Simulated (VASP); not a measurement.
# Al (Im-3m) in VASP: single point with PBE

Aim: the single point of Al with PBE.

Program: VASP 6.6.1. These are calculated values, not measurements. Logs are shortened: lines on timing, memory, paths and dates and some standing lists are left out, and cuts for length are marked.

### Step 1. The cell of the first run

Symmetry: Im-3m, No. 229, cubic system. Conventional cell: a = 3.236 Å, b = 3.236 Å, c = 3.236 Å, α = 90.00°, β = 90.00°, γ = 90.00°. Within 3.7 Å of Al (site symmetry m-3m) lie 14 Al at 2.80 to 3.24 Å.

### Step 2. Single point, PBE

The input, INCAR:

```
SYSTEM = Al
PREC     = Accurate       ! precision mode
ENCUT    = 520            ! plane-wave cutoff, eV
EDIFF    = 1E-6           ! SCF threshold, eV
ISMEAR   = -1             ! smearing method
SIGMA    = 0.13605693000000002 ! smearing width, eV
LREAL    = .False.        ! projectors in reciprocal space
LASPH    = .True.         ! aspherical terms in the spheres
NELM     = 100            ! most SCF steps
ALGO     = Normal         ! electronic algorithm
ISIF     = 2              ! what is computed and relaxed
LWAVE    = .False.        ! write WAVECAR
LCHARG   = .True.         ! write CHGCAR
GGA      = PE             ! functional
LELF     = .True.         ! ELF
LVHAR    = .True.       
NBANDS   = 8              ! bands
```

The input, KPOINTS:

```
regular mesh
0
Gamma
  14 14 14
  0 0 0
```

The input, POSCAR:

```
Al
1.0
   -1.6180571639      1.6180571639      1.6180571639
    1.6180571639     -1.6180571639      1.6180571639
    1.6180571639      1.6180571639     -1.6180571639
Al
1
Direct
    0.0000000000      0.0000000000      0.0000000000
```

Potentials or basis: VASP PAW PBE potentials, release 64 (Al).

Command:

```bash
$ cat potpaw_PBE.64/Al/POTCAR > POTCAR
$ mpirun -np 1 vasp_std > vasp.out
```

OUTCAR:

```text
SYSTEM = Al
   PREC = Accurate
   ENCUT = 520
   EDIFF = 1E-6
   ISMEAR = -1
   LREAL = .False.
   LASPH = .True.
   NELM = 100
   ISIF = 2
   GGA = PE

 ion  position               nearest neighbor table
   1  0.000  0.000  0.000-

  LATTYP: Found a body centered cubic cell.
 ALAT       =     3.2361143278

  Lattice vectors:

 A1 = (  -1.6180571639,   1.6180571639,   1.6180571639)
 A2 = (   1.6180571639,  -1.6180571639,   1.6180571639)
 A3 = (   1.6180571639,   1.6180571639,  -1.6180571639)

Analysis of symmetry for initial positions (statically):
=====================================================================
 Subroutine PRICEL returns:
 Original cell was already a primitive cell.

 Routine SETGRP: Setting up the symmetry group for a
 body centered cubic supercell.

 Subroutine GETGRP returns: Found 48 space group operations
 (whereof 48 operations were pure point group operations)
 out of a pool of 48 trial point group operations.

The static configuration has the point symmetry O_h .

Analysis of symmetry for dynamics (positions and initial velocities):
=====================================================================
 Subroutine PRICEL returns:
 Original cell was already a primitive cell.

 Routine SETGRP: Setting up the symmetry group for a
 body centered cubic supercell.

 Subroutine GETGRP returns: Found 48 space group operations
 (whereof 48 operations were pure point group operations)
 out of a pool of 48 trial point group operations.

The dynamic configuration has the point symmetry O_h .

 Subroutine INISYM returns: Found 48 space group operations
 (whereof 48 operations are pure point group operations),
 and found     1 'primitive' translations

----------------------------------------------------------------------------------------

                                     Primitive cell

  volume of cell :      16.9450

  direct lattice vectors                    reciprocal lattice vectors
    -1.618057164  1.618057164  1.618057164     0.000000000  0.309012568  0.309012568
     1.618057164 -1.618057164  1.618057164     0.309012568  0.000000000  0.309012568
     1.618057164  1.618057164 -1.618057164     0.309012568  0.309012568  0.000000000

  length of vectors
     2.802557217  2.802557217  2.802557217     0.437009765  0.437009765  0.437009765

  position of ions in fractional coordinates (direct lattice)
     0.000000000  0.000000000  0.000000000

  ion indices of the primitive-cell ions
   primitive index   ion index
                 1           1

[... 69 lines left out ...]
   ENCUT  =  520.0 eV  38.22 Ry    6.18 a.u.   5.21  5.21  5.21*2*pi/ulx,y,z
   NELM   =    100;   NELMIN=  2; NELMDL= -5     # of ELM steps
   EDIFF  = 0.1E-05   stopping-criterion for ELM
   LREAL  =      F    real-space projection
   EDIFFG = 0.1E-04   stopping-criterion for IOM
   NSW    =      0    number of steps for IOM
   IBRION =     -1    ionic relax: 0-MD 1-quasi-New 2-CG
   NFREE  =      0    steps in history (QN), initial steepest desc. (CG)
   ISIF   =      2    stress and relaxation
   ISYM   =      2    0-nonsym 1-usesym 2-fastsym
   POTIM  = 0.5000    time-step for ionic-motion
   TEBEG  =    0.0;   TEEND  =   0.0 temperature during run
   PSTRESS=    0.0 pullay stress
   NELECT =       3.0000    total number of electrons
   NUPDOWN=      -1.0000    fix difference up-down
   EMIN   =  10.00;   EMAX   =-10.00  energy-range for DOS
   EFERMI =   0.00;   METHOD = LEGACY
   ISMEAR =    -1;   SIGMA  =   0.14  broadening in eV -4-tet -1-fermi 0-gaus
   EFERMI_NEDOS =   21; number of points for ismear=-14 and -15
   IALGO  =     38    algorithm
   IMIX   =      4    mixing-type and parameters
     AMIX     =   0.40;   BMIX     =  1.00
     AMIX_MAG =   1.60;   BMIX_MAG =  1.00
  volume/ion in A,a.u.               =      16.95       114.35
  Fermi-wavevector in a.u.,A,eV,Ry     =   0.919252  1.737135 11.497260  0.845025
  Thomas-Fermi vector in A             =   2.044425
   LORBIT       =      0    0 simple, 1 ext, 2 COOP (PROOUT), +10 PAW based schemes
   GGA     = PE    functional components
   LHFCALC =     F    Hartree Fock is set to
   AEXX    =    0.0000 exact exchange contribution
   IVDW    =     0    specifies the selected vdW correction
   LEPSILON=     F    determine dielectric tensor
   LRPA    =     F    only Hartree local field effects (RPA)
 non-spin polarized calculation
  energy-cutoff  :      520.00
  volume of cell :       16.95
 maximum number of plane-waves:       472
 NGX is ok and might be reduce to    24
   NGX = 11   NGY = 11   NGZ = 11

 number of electron       3.0000000 magnetization

 Free energy of the ion-electron system (eV)
  ---------------------------------------------------
  ext. energy  EPLUGINS =         0.00000000
  ---------------------------------------------------
  free energy    TOTEN  =        -3.66675150 eV

  energy without entropy =       -3.64307564  energy(sigma->0) =       -3.65491357

 E-fermi :   7.7241     XC(G=0): -10.1049

 val. band max:        7.7081103749   @ k =   0.2857   0.2857   0.0000
 cond. band min:       7.7758833376   @ k =   0.2857   0.2143   0.0000
 fundamental gap:      0.0677729627
 Fermi energy:         7.7240957616

 k-point     1 :       0.0000    0.0000    0.0000
  band No.  band energies     occupation
      1      -3.2214      2.00000
      2      20.8345      0.00000
      3      20.8345      0.00000
      4      20.8345      0.00000
      5      22.0429      0.00000
      6      22.0429      0.00000
      7      22.0429      0.00000
      8      23.8409      0.00000
[... 243 lines left out ...]
 k-point    24 :       0.3571    0.2857   -0.0000
  band No.  band energies     occupation
      1       5.1169      2.00000
      2       5.5304      2.00000
      3       7.3489      1.88068
      4      14.7553      0.00000
      5      22.2826      0.00000
      6      23.9269      0.00000
      7      23.9485      0.00000
      8      29.5835      0.00000

 [... further k-points ...]
[... 5 lines left out ...]
  --------------------------------------------------------------------------------------
  -------------------------------------------------------------------------------------
  Total        0.0050257      0.0050257      0.0050257      0.0000000      0.0000000      0.0000000
  in kB        0.4751863      0.4751863      0.4751863      0.0000000      0.0000000      0.0000000
  external PRESSURE =       0.4751863 kB  Pullay stress =       0.0000000 kB

 VOLUME and BASIS-vectors are now :
 -----------------------------------------------------------------------------
  energy-cutoff  :      520.00
  volume of cell :       16.95
      direct lattice vectors                 reciprocal lattice vectors
    -1.618057164  1.618057164  1.618057164     0.000000000  0.309012568  0.309012568
     1.618057164 -1.618057164  1.618057164     0.309012568  0.000000000  0.309012568
     1.618057164  1.618057164 -1.618057164     0.309012568  0.309012568  0.000000000

 POSITION                                       TOTAL-FORCE (eV/Angst)
 -----------------------------------------------------------------------------------
      0.00000      0.00000      0.00000        -0.000000     -0.000000     -0.000000
 -----------------------------------------------------------------------------------
    total drift:                                0.000000      0.000000      0.000000

  FREE ENERGIE OF THE ION-ELECTRON SYSTEM (eV)
  ---------------------------------------------------
  free  energy   TOTEN  =        -3.6667515038 eV

  energy  without entropy=       -3.6430756387  energy(sigma->0) =       -3.65491357
```

stdout:

```text
POSCAR found type information on POSCAR Al
 POSCAR found :  1 types and       1 ions
 scaLAPACK will be used
 LDA part: xc-table for (Slater+PW92), standard interpolation
 POSCAR, INCAR and KPOINTS ok, starting setup
 FFT: planning ... GRIDC
 FFT: planning ... GRID_SOFT
 FFT: planning ... GRID
 WAVECAR not read
 entering main loop
```

Wall time 7.4 s (1 thread of Intel Xeon Platinum 8559C (Emerald Rapids), shared host); peak memory 0.13 GiB.

What came out:

```
Free energy : -3.6668 eV
Pressure    : 0.0 GPa
```

Levels at points of the mesh, in eV from the Fermi level:
| k point | band 1 | band 2 | band 3 | band 4 | band 5 | band 6 |
| --- | --- | --- | --- | --- | --- | --- |
| (0.00, 0.00, 0.00) | -10.95 | 13.11 | 13.11 | 13.11 | 14.32 | 14.32 |
| (0.50, 0.00, 0.00) | -4.22 | -3.83 | 7.96 | 8.21 | 9.79 | 11.20 |
| (0.50, 0.50, 0.50) | 1.83 | 1.83 | 1.83 | 3.03 | 3.03 | 5.28 |
